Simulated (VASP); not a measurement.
# H (P6_3/mmc) in VASP: single point with PBE

Aim: the single point of H with PBE.

All numbers are computed with VASP 6.6.1; they aren't measurements. Logs are shortened: lines on timing, memory, paths and dates and some standing lists are left out, and cuts for length are marked.

### Step 1. The cell of the first run

It takes space group P6_3/mmc (No. 194, hexagonal). Conventional cell: a = 3.782 Å, b = 3.782 Å, c = 6.167 Å, α = 90.00°, β = 90.00°, γ = 120.00°. Within 2.1 Å of H (site symmetry 3m) lie 1 H at 1.57 Å.

### Step 2. Single point, PBE

Input file INCAR:

```
SYSTEM = H
ALGO     = Normal         ! electronic algorithm
EDIFF    = 1E-6           ! SCF threshold, eV
ENCUT    = 520            ! plane-wave cutoff, eV
GGA      = PE             ! functional
ISIF     = 2              ! what is computed and relaxed
ISMEAR   = -1             ! smearing method
LASPH    = .TRUE.         ! aspherical terms in the spheres
LCHARG   = .TRUE.         ! write CHGCAR
LELF     = .TRUE.         ! ELF
LREAL    = .FALSE.        ! projectors in reciprocal space
LVHAR    = .TRUE.       
LWAVE    = .FALSE.        ! write WAVECAR
NBANDS   = 10             ! bands
NELM     = 60             ! most SCF steps
PREC     = Accurate       ! precision mode
SIGMA    = 0.01           ! smearing width, eV
```

Input file KPOINTS:

```
k-points
0
G
  9 9 5
  0 0 0
```

Input file POSCAR:

```
H
1.0
    3.7820008326      0.0000000000      0.0000000000
   -1.8910004163      3.2753087982      0.0000000000
    0.0000000000      0.0000000000      6.1670000000
H
4
Direct
    0.3333333333      0.6666666667      0.1230000000
    0.6666666667      0.3333333333      0.6230000000
    0.3333333333      0.6666666667      0.3770000000
    0.6666666667      0.3333333333      0.8770000000
```

Potentials or basis: VASP PAW PBE potentials, release 64 (H).

Run with:

```bash
$ cat potpaw_PBE.64/H/POTCAR > POTCAR
$ mpirun -np 1 vasp_std > vasp.out
```

OUTCAR:

```text
SYSTEM = H
   EDIFF = 1E-6
   ENCUT = 520
   GGA = PE
   ISIF = 2
   ISMEAR = -1
   LASPH = .TRUE.
   LREAL = .FALSE.
   NELM = 60
   PREC = Accurate

 ion  position               nearest neighbor table
   1  0.333  0.667  0.123-
   2  0.667  0.333  0.623-
   3  0.333  0.667  0.377-
   4  0.667  0.333  0.877-

  LATTYP: Found a hexagonal cell.
 ALAT       =     3.7820008326
 C/A-ratio  =     1.6306183613

  Lattice vectors:

 A1 = (   3.7820008326,   0.0000000000,   0.0000000000)
 A2 = (  -1.8910004163,   3.2753087982,   0.0000000000)
 A3 = (   0.0000000000,   0.0000000000,   6.1670000000)

Analysis of symmetry for initial positions (statically):
=====================================================================
 Subroutine PRICEL returns:
 Original cell was already a primitive cell.

 Routine SETGRP: Setting up the symmetry group for a
 hexagonal supercell.

 Subroutine GETGRP returns: Found 24 space group operations
 (whereof 12 operations were pure point group operations)
 out of a pool of 24 trial point group operations.

The static configuration has the point symmetry D_3d.
 The point group associated with its full space group is D_6h.

Analysis of symmetry for dynamics (positions and initial velocities):
=====================================================================
 Subroutine PRICEL returns:
 Original cell was already a primitive cell.

 Routine SETGRP: Setting up the symmetry group for a
 hexagonal supercell.

 Subroutine GETGRP returns: Found 24 space group operations
 (whereof 12 operations were pure point group operations)
 out of a pool of 24 trial point group operations.

The dynamic configuration has the point symmetry D_3d.
 The point group associated with its full space group is D_6h.

 Subroutine INISYM returns: Found 24 space group operations
 (whereof 12 operations are pure point group operations),
 and found     1 'primitive' translations

----------------------------------------------------------------------------------------

                                     Primitive cell

  volume of cell :      76.3920

  direct lattice vectors                    reciprocal lattice vectors
     3.782000833  0.000000000  0.000000000     0.264410307  0.152657362  0.000000000
    -1.891000416  3.275308798  0.000000000     0.000000000  0.305314723  0.000000000
     0.000000000  0.000000000  6.167000000     0.000000000  0.000000000  0.162153397

  length of vectors
     3.782000833  3.782000833  6.167000000     0.305314723  0.305314723  0.162153397

  position of ions in fractional coordinates (direct lattice)
     0.333333333  0.666666667  0.123000000
     0.666666667  0.333333333  0.623000000
     0.333333333  0.666666667  0.377000000
     0.666666667  0.333333333  0.877000000

  ion indices of the primitive-cell ions
   primitive index   ion index
                 1           1
                 2           2
                 3           3
                 4           4

----------------------------------------------------------------------------------------

 KPOINTS: k-points

Automatic generation of k-mesh.
 Grid dimensions read from file:
 generate k-points for:    9    9    5

 Generating k-lattice:

  Cartesian coordinates                     Fractional coordinates (reciprocal lattice)
     0.029378923  0.016961929  0.000000000     0.111111111  0.000000000  0.000000000
     0.000000000  0.033923858  0.000000000     0.000000000  0.111111111  0.000000000
     0.000000000  0.000000000  0.032430679     0.000000000  0.000000000  0.200000000

  Length of vectors
     0.033923858  0.033923858  0.032430679

  Shift w.r.t. Gamma in fractional coordinates (k-lattice)
     0.000000000  0.000000000  0.000000000

 Subroutine IBZKPT returns following result:
 ===========================================

 Found     36 irreducible k-points:

 Following reciprocal coordinates:
            Coordinates               Weight
  0.000000  0.000000  0.000000      1.000000
  0.111111  0.000000  0.000000      6.000000
  0.222222  0.000000  0.000000      6.000000
  0.333333  0.000000  0.000000      6.000000
  0.444444  0.000000  0.000000      6.000000
  0.111111  0.111111  0.000000      6.000000
[... 16 lines left out ...]
  0.333333  0.222222  0.200000     24.000000
  0.333333  0.333333  0.200000      4.000000
 [... further k-points ...]
   k-points           NKPTS =     36   k-points in BZ     NKDIM =     36   number of bands    NBANDS=     10
   number of dos      NEDOS =    301   number of ions     NIONS =      4
   total plane-waves  NPLWV =  37632
   dimension x,y,z NGX =    28 NGY =   28 NGZ =   48
   dimension x,y,z NGXF=    56 NGYF=   56 NGZF=   96
   ions per type =               4
   NGX,Y,Z   is equivalent  to a cutoff of  12.31, 12.31, 12.94 a.u.
   NGXF,Y,Z  is equivalent  to a cutoff of  24.62, 24.62, 25.88 a.u.
 SYSTEM =  H
   PREC   = accura    normal or accurate (medium, high low for compatibility)
   ISTART =      0    job   : 0-new  1-cont  2-samecut
   ICHARG =      2    charge: 1-file 2-atom 10-const
   ISPIN  =      1    spin polarized calculation?
   LNONCOLLINEAR =      F non collinear calculations
   LSORBIT =      F    spin-orbit coupling
   LASPH  =      T    aspherical Exc in radial PAW
   ENCUT  =  520.0 eV  38.22 Ry    6.18 a.u.   7.03  7.03 11.47*2*pi/ulx,y,z
   NELM   =     60;   NELMIN=  2; NELMDL= -5     # of ELM steps
   EDIFF  = 0.1E-05   stopping-criterion for ELM
   LREAL  =      F    real-space projection
   EDIFFG = 0.1E-04   stopping-criterion for IOM
   NSW    =      0    number of steps for IOM
   IBRION =     -1    ionic relax: 0-MD 1-quasi-New 2-CG
   NFREE  =      0    steps in history (QN), initial steepest desc. (CG)
   ISIF   =      2    stress and relaxation
   ISYM   =      2    0-nonsym 1-usesym 2-fastsym
   POTIM  = 0.5000    time-step for ionic-motion
   TEBEG  =    0.0;   TEEND  =   0.0 temperature during run
   PSTRESS=    0.0 pullay stress
   NELECT =       4.0000    total number of electrons
   NUPDOWN=      -1.0000    fix difference up-down
   EMIN   =  10.00;   EMAX   =-10.00  energy-range for DOS
   EFERMI =   0.00;   METHOD = LEGACY
   ISMEAR =    -1;   SIGMA  =   0.01  broadening in eV -4-tet -1-fermi 0-gaus
   EFERMI_NEDOS =   21; number of points for ismear=-14 and -15
   IALGO  =     38    algorithm
   IMIX   =      4    mixing-type and parameters
     AMIX     =   0.40;   BMIX     =  1.00
     AMIX_MAG =   1.60;   BMIX_MAG =  1.00
  volume/ion in A,a.u.               =      19.10       128.88
  Fermi-wavevector in a.u.,A,eV,Ry     =   0.612462  1.157385  5.103671  0.375109
  Thomas-Fermi vector in A             =   1.668758
   LORBIT       =      0    0 simple, 1 ext, 2 COOP (PROOUT), +10 PAW based schemes
   GGA     = PE    functional components
   LHFCALC =     F    Hartree Fock is set to
   AEXX    =    0.0000 exact exchange contribution
   IVDW    =     0    specifies the selected vdW correction
   LEPSILON=     F    determine dielectric tensor
   LRPA    =     F    only Hartree local field effects (RPA)
 non-spin polarized calculation
  energy-cutoff  :      520.00
  volume of cell :       76.39
 maximum number of plane-waves:      2079
   NGX = 15   NGY = 15   NGZ = 23

 number of electron       4.0000001 magnetization

 Free energy of the ion-electron system (eV)
  ---------------------------------------------------
  ext. energy  EPLUGINS =         0.00000000
  ---------------------------------------------------
  free energy    TOTEN  =        -7.35442847 eV

  energy without entropy =       -7.35442847  energy(sigma->0) =       -7.35442847

 E-fermi :  -5.9269     XC(G=0):  -4.9110

 val. band max:       -6.1836099805   @ k =   0.1111   0.1111   0.0000
 cond. band min:      -4.5104899503   @ k =   0.0000   0.0000   0.0000
 fundamental gap:      1.6731200301
 Fermi energy:        -5.9268627068

 k-point     1 :       0.0000    0.0000    0.0000
  band No.  band energies     occupation
      1      -8.5071      2.00000
      2      -6.2082      2.00000
      3      -4.5105      0.00000
      4      -0.1871      0.00000
      5       4.7575      0.00000
      6       5.0637      0.00000
      7       8.4121      0.00000
      8       8.4121      0.00000
      9       9.8033      0.00000
     10       9.8034      0.00000

 k-point     2 :       0.1111    0.0000    0.0000
  band No.  band energies     occupation
      1      -8.4043      2.00000
      2      -6.1950      2.00000
      3      -4.3943      0.00000
      4      -0.2873      0.00000
      5       4.2343      0.00000
      6       4.5972      0.00000
      7       7.7104      0.00000
      8       8.2776      0.00000
      9       9.3545      0.00000
     10      10.1346      0.00000

 k-point     3 :       0.2222    0.0000    0.0000
  band No.  band energies     occupation
      1      -8.1121      2.00000
      2      -6.1855      2.00000
      3      -4.0584      0.00000
      4      -0.5867      0.00000
      5       3.0366      0.00000
      6       3.8895      0.00000
      7       6.8183      0.00000
      8       7.8006      0.00000
      9       8.0569      0.00000
     10       9.8544      0.00000

 k-point     4 :       0.3333    0.0000    0.0000
  band No.  band energies     occupation
      1      -7.6890      2.00000
      2      -6.2525      2.00000
      3      -3.5514      0.00000
      4      -1.0650      0.00000
      5       1.9372      0.00000
      6       3.3721      0.00000
      7       6.1826      0.00000
      8       6.9327      0.00000
      9       6.9413      0.00000
     10       9.0264      0.00000

 k-point     5 :       0.4444    0.0000    0.0000
  band No.  band energies     occupation
      1      -7.2827      2.00000
      2      -6.4200      2.00000
      3      -3.0294      0.00000
      4      -1.5769      0.00000
      5       1.3258      0.00000
      6       3.1068      0.00000
      7       5.8585      0.00000
      8       6.3269      0.00000
      9       6.3474      0.00000
     10       8.6408      0.00000

 k-point     6 :       0.1111    0.1111    0.0000
  band No.  band energies     occupation
      1      -8.2064      2.00000
      2      -6.1836      2.00000
      3      -4.1679      0.00000
      4      -0.4860      0.00000
      5       3.6189      0.00000
      6       3.7715      0.00000
      7       6.9045      0.00000
      8       8.2631      0.00000
      9       8.4221      0.00000
     10      10.1476      0.00000
[... 183 lines left out ...]
 k-point    21 :       0.4444    0.1111    0.2000
  band No.  band energies     occupation
      1      -7.0849      2.00000
      2      -6.5485      2.00000
      3      -2.8164      0.00000
      4      -1.9363      0.00000
      5       1.5904      0.00000
      6       3.3163      0.00000
      7       4.6286      0.00000
      8       5.4753      0.00000
      9       7.8668      0.00000
     10       8.2617      0.00000

 k-point    22 :       0.2222    0.2222    0.2000
  band No.  band energies     occupation
      1      -7.3737      2.00000
      2      -6.4582      2.00000
      3      -3.1014      0.00000
      4      -1.5638      0.00000
      5       2.2554      0.00000
      6       2.9903      0.00000
      7       4.9563      0.00000
      8       5.2452      0.00000
      9       8.0513      0.00000
     10       8.6428      0.00000

 k-point    23 :       0.3333    0.2222    0.2000
  band No.  band energies     occupation
      1      -7.0172      2.00000
      2      -6.5581      2.00000
      3      -2.7257      0.00000
      4      -1.9742      0.00000
      5       1.7469      0.00000
      6       3.2603      0.00000
      7       3.9949      0.00000
      8       4.6673      0.00000
      9       7.4888      0.00000
     10       8.9650      0.00000

 k-point    24 :       0.3333    0.3333    0.2000
  band No.  band energies     occupation
      1      -6.7423      2.00000
      2      -6.7423      2.00000
      3      -2.3421      0.00000
      4      -2.3421      0.00000
      5       1.6714      0.00000
      6       3.5690      0.00000
      7       3.5690      0.00000
      8       4.0370      0.00000
      9       7.1902      0.00000
     10       9.3140      0.00000

 [... further k-points ...]
[... 5 lines left out ...]
  --------------------------------------------------------------------------------------
  -------------------------------------------------------------------------------------
  Total       -0.2423748     -0.2423748    -11.9806179     -0.0000000      0.0000000      0.0000000
  in kB       -5.0833524     -5.0833524   -251.2707755     -0.0000000      0.0000000      0.0000000
  external PRESSURE =     -87.1458268 kB  Pullay stress =       0.0000000 kB

 VOLUME and BASIS-vectors are now :
 -----------------------------------------------------------------------------
  energy-cutoff  :      520.00
  volume of cell :       76.39
      direct lattice vectors                 reciprocal lattice vectors
     3.782000833  0.000000000  0.000000000     0.264410307  0.152657362  0.000000000
    -1.891000416  3.275308798  0.000000000     0.000000000  0.305314723  0.000000000
     0.000000000  0.000000000  6.167000000     0.000000000  0.000000000  0.162153397

 POSITION                                       TOTAL-FORCE (eV/Angst)
 -----------------------------------------------------------------------------------
     -0.00000      2.18354      0.75854        -0.000000     -0.000000      3.608021
      1.89100      1.09177      3.84204         0.000000      0.000000      3.608021
     -0.00000      2.18354      2.32496         0.000000      0.000000     -3.608021
      1.89100      1.09177      5.40846        -0.000000      0.000000     -3.608021
 -----------------------------------------------------------------------------------
    total drift:                               -0.000000      0.000000     -0.000000

  FREE ENERGIE OF THE ION-ELECTRON SYSTEM (eV)
  ---------------------------------------------------
  free  energy   TOTEN  =        -7.3544284734 eV

  energy  without entropy=       -7.3544284734  energy(sigma->0) =       -7.35442847
```

Wall time 19 s (1 thread of AMD EPYC 7R13 (Zen 3), shared host); peak memory 0.15 GiB.

What came out:

```
Free energy            : -7.3544 eV
Pressure               : -8.7 GPa
Largest force          : 3.608 eV/Å
Band gap on the k mesh : 1.67 eV, indirect (least direct gap 1.70 eV)
```

Forces in eV/Å, atoms in the order of the input:
```
H    0.000  0.000  3.608
H    0.000  0.000  3.608
H    0.000  0.000 -3.608
H    0.000  0.000 -3.608
```

Stress tensor (GPa, compression positive):
```
 -0.51   0.00   0.00
  0.00  -0.51   0.00
  0.00   0.00 -25.13
```

Caveat: forces of over 1 eV/Å act on the atoms, so gaps and moduli don't describe the material at rest. A k mesh can miss the band edges.
